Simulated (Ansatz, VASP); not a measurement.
**Two plane-wave programs on F**

```xyz
1
Lattice="2.0843 0.0000 0.0000 0.0000 2.0843 0.0000 0.0000 0.0000 2.0843" Properties=species:S:1:pos:R:3 pbc="T T T"
F     0.0000    0.0000    0.0000
```

Alike in both runs: functional LDA; k mesh 17 × 17 × 17; occupations fermi-dirac, width 0.08 eV; no spin polarisation.

Ansatz relaxed the structure, and its values are those at the end. VASP's run is a single point on that final structure, the one shown.

|  | VASP | Ansatz |
| --- | --- | --- |
| version | VASP 6.6.1 | Ansatz 0.2.0 |
| potentials or method | VASP PAW LDA potentials, release 64 (F) | PAW with Ansatz's default frozen-core files, scalar-relativistic |
| plane-wave cutoff (eV) | 520 | 420 |
| valence electrons in the cell | 7 | 7 |

```csv
,VASP,Ansatz,Ansatz less VASP
pressure (GPa),-0.7,0.0,+0.64
```

LDA's correlation is that of Perdew and Zunger in VASP and of Perdew and Wang (1992) in Ansatz.
